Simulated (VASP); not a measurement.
# CaSc2N2 (P-3m1) in VASP: relaxation of cell and atoms with PBE

Aim: the relaxation of cell and atoms of CaSc2N2 with PBE.

Everything below comes from runs of VASP 6.6.1. Logs are shortened: lines on timing, memory, paths and dates and some standing lists are left out, and cuts for length are marked.

### Step 1. The cell of the first run

Symmetry: P-3m1, No. 164, trigonal system. Conventional cell: a = 3.327 Å, b = 3.327 Å, c = 8.285 Å, α = 90.00°, β = 90.00°, γ = 120.00°. Ca (site symmetry -3m) has 6 N at 2.53 Å and 6 Sc at 3.26 Å and 6 Ca at 3.33 Å within 3.4 Å. Within 2.9 Å of Sc (site symmetry 3m) lie 3 N at 2.16 Å. N (site symmetry 3m) has 3 Sc at 2.16 Å and 3 Ca at 2.53 Å within 2.9 Å.

### Step 2. Relaxation of cell and atoms, PBE

INCAR reads:

```
SYSTEM = CaSc2N2
PREC     = Accurate       ! precision mode
ENCUT    = 600            ! plane-wave cutoff, eV
EDIFF    = 1E-6           ! SCF threshold, eV
ISMEAR   = 0              ! smearing method
SIGMA    = 0.01           ! smearing width, eV
LREAL    = .False.        ! projectors in reciprocal space
LASPH    = .True.         ! aspherical terms in the spheres
NELM     = 60             ! most SCF steps
ALGO     = Normal         ! electronic algorithm
ISIF     = 3              ! what is computed and relaxed
LWAVE    = .False.        ! write WAVECAR
LCHARG   = .False.        ! write CHGCAR
GGA      = PE             ! functional
IBRION   = 2              ! ionic algorithm
NSW      = 100            ! ionic steps
EDIFFG   = -0.01          ! ionic threshold
```

KPOINTS reads:

```
regular mesh
0
Gamma
  12 12 4
  0 0 0
```

POSCAR reads:

```
CaSc2N2
1.0
    3.3272060220      0.0000000000      0.0000000000
   -1.6636030110      2.8814449387      0.0000000000
    0.0000000000      0.0000000000      8.2846064524
Ca Sc N
1 2 2
Direct
    0.0000000000      0.0000000000      0.0000000000
    0.3333333333      0.6666666667      0.6816217679
    0.6666666667      0.3333333333      0.3183782321
    0.3333333333      0.6666666667      0.1978936548
    0.6666666667      0.3333333333      0.8021063452
```

Potentials or basis: VASP PAW PBE potentials, release 64 (Ca_sv, Sc_sv, N).

Launch:

```sh
$ cat potpaw_PBE.64/Ca_sv/POTCAR potpaw_PBE.64/Sc_sv/POTCAR potpaw_PBE.64/N/POTCAR > POTCAR
$ mpirun -np 1 vasp_std > vasp.out
```

OUTCAR:

```text
SYSTEM = CaSc2N2
   PREC = Accurate
   ENCUT = 600
   EDIFF = 1E-6
   ISMEAR = 0
   LREAL = .False.
   LASPH = .True.
   NELM = 60
   ISIF = 3
   GGA = PE
   IBRION = 2
   NSW = 100
   EDIFFG = -0.01

 ion  position               nearest neighbor table
   1  0.000  0.000  0.000-   2 3.26   3 3.26   3 3.26   2 3.26   3 3.26   2 3.26
   2  0.333  0.667  0.682-   5 2.16   5 2.16   5 2.16   1 3.26   1 3.26   1 3.26
   3  0.667  0.333  0.318-   4 2.16   4 2.16   4 2.16   1 3.26   1 3.26   1 3.26
   4  0.333  0.667  0.198-   3 2.16   3 2.16   3 2.16
   5  0.667  0.333  0.802-   2 2.16   2 2.16   2 2.16

  LATTYP: Found a hexagonal cell.
 ALAT       =     3.3272060220
 C/A-ratio  =     2.4899589618

  Lattice vectors:

 A1 = (   3.3272060220,   0.0000000000,   0.0000000000)
 A2 = (  -1.6636030110,   2.8814449387,   0.0000000000)
 A3 = (   0.0000000000,   0.0000000000,   8.2846064524)

Analysis of symmetry for initial positions (statically):
=====================================================================
 Subroutine PRICEL returns:
 Original cell was already a primitive cell.

 Routine SETGRP: Setting up the symmetry group for a
 hexagonal supercell.

 Subroutine GETGRP returns: Found 12 space group operations
 (whereof 12 operations were pure point group operations)
 out of a pool of 24 trial point group operations.

The static configuration has the point symmetry D_3d.

Analysis of symmetry for dynamics (positions and initial velocities):
=====================================================================
 Subroutine PRICEL returns:
 Original cell was already a primitive cell.

 Routine SETGRP: Setting up the symmetry group for a
 hexagonal supercell.

 Subroutine GETGRP returns: Found 12 space group operations
 (whereof 12 operations were pure point group operations)
 out of a pool of 24 trial point group operations.

The dynamic configuration has the point symmetry D_3d.

 Subroutine INISYM returns: Found 12 space group operations
 (whereof 12 operations are pure point group operations),
 and found     1 'primitive' translations

----------------------------------------------------------------------------------------

                                     Primitive cell

  volume of cell :      79.4259

  direct lattice vectors                    reciprocal lattice vectors
     3.327206022  0.000000000  0.000000000     0.300552474  0.173524052  0.000000000
    -1.663603011  2.881444939  0.000000000     0.000000000  0.347048103  0.000000000
     0.000000000  0.000000000  8.284606452     0.000000000  0.000000000  0.120705794

  length of vectors
     3.327206022  3.327206022  8.284606452     0.347048103  0.347048103  0.120705794

  position of ions in fractional coordinates (direct lattice)
     0.000000000  0.000000000  0.000000000
     0.333333333  0.666666667  0.681621768
     0.666666667  0.333333333  0.318378232
     0.333333333  0.666666667  0.197893655
     0.666666667  0.333333333  0.802106345

  ion indices of the primitive-cell ions
   primitive index   ion index
                 1           1
                 2           2
                 3           3
                 4           4
                 5           5

----------------------------------------------------------------------------------------

 KPOINTS: regular mesh

Automatic generation of k-mesh.
 Grid dimensions read from file:
 generate k-points for:   12   12    4

 Generating k-lattice:

  Cartesian coordinates                     Fractional coordinates (reciprocal lattice)
     0.025046039  0.014460338  0.000000000     0.083333333  0.000000000  0.000000000
     0.000000000  0.028920675  0.000000000     0.000000000  0.083333333  0.000000000
     0.000000000  0.000000000  0.030176449     0.000000000  0.000000000  0.250000000

  Length of vectors
     0.028920675  0.028920675  0.030176449

  Shift w.r.t. Gamma in fractional coordinates (k-lattice)
     0.000000000  0.000000000  0.000000000

 Subroutine IBZKPT returns following result:
 ===========================================

 Found     69 irreducible k-points:

 Following reciprocal coordinates:
            Coordinates               Weight
  0.000000  0.000000  0.000000      1.000000
  0.083333 -0.000000  0.000000      6.000000
  0.166667 -0.000000  0.000000      6.000000
  0.250000 -0.000000  0.000000      6.000000
  0.333333 -0.000000  0.000000      6.000000
  0.416667  0.000000  0.000000      6.000000
[... 16 lines left out ...]
  0.166667 -0.000000  0.250000      6.000000
  0.000000  0.166667  0.250000      6.000000
 [... further k-points ...]
   k-points           NKPTS =     69   k-points in BZ     NKDIM =     69   number of bands    NBANDS=     25
   number of dos      NEDOS =    301   number of ions     NIONS =      5
   total plane-waves  NPLWV =  54880
   dimension x,y,z NGX =    28 NGY =   28 NGZ =   70
   dimension x,y,z NGXF=    56 NGYF=   56 NGZF=  140
   ions per type =               1   2   2
   NGX,Y,Z   is equivalent  to a cutoff of  13.99, 13.99, 14.05 a.u.
   NGXF,Y,Z  is equivalent  to a cutoff of  27.98, 27.98, 28.09 a.u.
 SYSTEM =  CaSc2N2
   PREC   = accura    normal or accurate (medium, high low for compatibility)
   ISTART =      0    job   : 0-new  1-cont  2-samecut
   ICHARG =      2    charge: 1-file 2-atom 10-const
   ISPIN  =      1    spin polarized calculation?
   LNONCOLLINEAR =      F non collinear calculations
   LSORBIT =      F    spin-orbit coupling
   LASPH  =      T    aspherical Exc in radial PAW
   ENCUT  =  600.0 eV  44.10 Ry    6.64 a.u.   6.65  6.65 16.55*2*pi/ulx,y,z
   NELM   =     60;   NELMIN=  2; NELMDL= -5     # of ELM steps
   EDIFF  = 0.1E-05   stopping-criterion for ELM
   LREAL  =      F    real-space projection
   EDIFFG = -.1E-01   stopping-criterion for IOM
   NSW    =    100    number of steps for IOM
   IBRION =      2    ionic relax: 0-MD 1-quasi-New 2-CG
   NFREE  =      1    steps in history (QN), initial steepest desc. (CG)
   ISIF   =      3    stress and relaxation
   ISYM   =      2    0-nonsym 1-usesym 2-fastsym
   POTIM  = 0.5000    time-step for ionic-motion
   TEBEG  =    0.0;   TEEND  =   0.0 temperature during run
   PSTRESS=    0.0 pullay stress
   NELECT =      42.0000    total number of electrons
   NUPDOWN=      -1.0000    fix difference up-down
   EMIN   =  10.00;   EMAX   =-10.00  energy-range for DOS
   EFERMI =   0.00;   METHOD = LEGACY
   ISMEAR =     0;   SIGMA  =   0.01  broadening in eV -4-tet -1-fermi 0-gaus
   EFERMI_NEDOS =   21; number of points for ismear=-14 and -15
   IALGO  =     38    algorithm
   IMIX   =      4    mixing-type and parameters
     AMIX     =   0.40;   BMIX     =  1.00
     AMIX_MAG =   1.60;   BMIX_MAG =  1.00
  volume/ion in A,a.u.               =      15.89       107.20
  Fermi-wavevector in a.u.,A,eV,Ry     =   1.323845  2.501705 23.845119  1.752567
  Thomas-Fermi vector in A             =   2.453424
   LORBIT       =      0    0 simple, 1 ext, 2 COOP (PROOUT), +10 PAW based schemes
   GGA     = PE    functional components
   LHFCALC =     F    Hartree Fock is set to
   AEXX    =    0.0000 exact exchange contribution
   IVDW    =     0    specifies the selected vdW correction
   LEPSILON=     F    determine dielectric tensor
   LRPA    =     F    only Hartree local field effects (RPA)
 conjugate gradient relaxation of ions
 non-spin polarized calculation
 Gauss-broadening in eV      SIGMA  =   0.01
  energy-cutoff  :      600.00
  volume of cell :       79.43
 maximum number of plane-waves:      2698
 NGX is ok and might be reduce to    28
   NGX = 13   NGY = 13   NGZ = 33

--------------------------------------- Ionic step        1  -------------------------------------------

 number of electron      41.9999996 magnetization

 Free energy of the ion-electron system (eV)
  ---------------------------------------------------
  ext. energy  EPLUGINS =         0.00000000
  ---------------------------------------------------
  free energy    TOTEN  =       -37.57779185 eV

  energy without entropy =      -37.57779185  energy(sigma->0) =      -37.57779185

------------------------ aborting loop because EDIFF is reached ----------------------------------------

  FORCE on cell =-STRESS in cart. coord.  units (eV):
  Direction    XX          YY          ZZ          XY          YZ          ZX
  --------------------------------------------------------------------------------------
  -------------------------------------------------------------------------------------
  Total        0.1690110      0.1690110      0.3839863      0.0000000      0.0000000     -0.0000000
  in kB        3.4092871      3.4092871      7.7457657      0.0000000      0.0000000     -0.0000000
  external PRESSURE =       4.8547800 kB  Pullay stress =       0.0000000 kB
[... 102 lines left out ...]
  energy  without entropy=      -37.5784851872  energy(sigma->0) =      -37.57848519

--------------------------------------- Ionic step        4  -------------------------------------------

 number of electron      41.9999997 magnetization

 Free energy of the ion-electron system (eV)
  ---------------------------------------------------
  ext. energy  EPLUGINS =         0.00000000
  ---------------------------------------------------
  free energy    TOTEN  =       -37.57855251 eV

  energy without entropy =      -37.57855251  energy(sigma->0) =      -37.57855251

 E-fermi :   4.7147     XC(G=0): -10.4564

 val. band max:        4.5844101868   @ k =   0.3333   0.3333   0.5000
 cond. band min:       4.7553440840   @ k =   0.5000  -0.0000   0.0000
 fundamental gap:      0.1709338972
 Fermi energy:         4.7147290413

 k-point     1 :       0.0000    0.0000    0.0000
  band No.  band energies     occupation
      1     -44.7035      2.00000
      2     -44.6943      2.00000
      3     -35.6347      2.00000
      4     -23.4575      2.00000
      5     -23.3807      2.00000
      6     -23.1895      2.00000
[... 661 lines left out ...]
     24       6.9081      0.00000
     25       7.0609      0.00000

 [... further k-points ...]

------------------------ aborting loop because EDIFF is reached ----------------------------------------

  FORCE on cell =-STRESS in cart. coord.  units (eV):
  Direction    XX          YY          ZZ          XY          YZ          ZX
  --------------------------------------------------------------------------------------
  -------------------------------------------------------------------------------------
  Total       -0.0023305     -0.0023305      0.0049989      0.0000000      0.0000000      0.0000000
  in kB       -0.0468348     -0.0468348      0.1004605      0.0000000      0.0000000      0.0000000
  external PRESSURE =       0.0022636 kB  Pullay stress =       0.0000000 kB
[... 20 lines left out ...]
  FREE ENERGIE OF THE ION-ELECTRON SYSTEM (eV)
  ---------------------------------------------------
  free  energy   TOTEN  =       -37.5785525092 eV

  energy  without entropy=      -37.5785525092  energy(sigma->0) =      -37.57855251

 reached required accuracy - stopping structural energy minimisation
```

Wall time 5 min (1 thread of Intel Xeon Platinum 8559C (Emerald Rapids), shared host); peak memory 0.36 GiB.

Results:

- Free energy: -37.5786 eV
- Relaxed volume: 15.94 Å³/atom
- Relaxed cell: a = 3.329 Å, b = 3.329 Å, c = 8.308 Å, α = 90.00°, β = 90.00°, γ = 120.00°
- Space group after relaxing (to 0.1 Å): P-3m1 (No. 164)
- Energy gained by relaxing: 0.2 meV/atom
- Ionic steps: 4
- Pressure after relaxing: 0.0 GPa
- Band gap on the k mesh: 0.17 eV (least direct gap 0.34 eV)

Step by step:
| step | energy change (eV) | largest force (eV/Å) | pressure (GPa) | volume (Å³) |
| --- | --- | --- | --- | --- |
| 1 | 0.0000 | 0.0693 | 0.49 | 79.43 |
| 2 | -0.0003 | 0.0616 | -0.43 | 79.98 |
| 3 | -0.0007 | 0.0132 | -0.04 | 79.73 |
| 4 | -0.0008 | 0.0019 | 0.00 | 79.72 |

Final structure:
```
Ca Sc N
1.0
     3.32869    0.00000    0.00000
    -1.66434    2.88273    0.00000
     0.00000    0.00000    8.30835
Ca Sc N
1 2 2
Direct
  0.00000 0.00000 0.00000
  0.33333 0.66667 0.68140
  0.66667 0.33333 0.31860
  0.33333 0.66667 0.19788
  0.66667 0.33333 0.80212
```

Caveat: semilocal functionals underestimate gaps, and a narrow one can read as zero. A k mesh can miss the band edges.
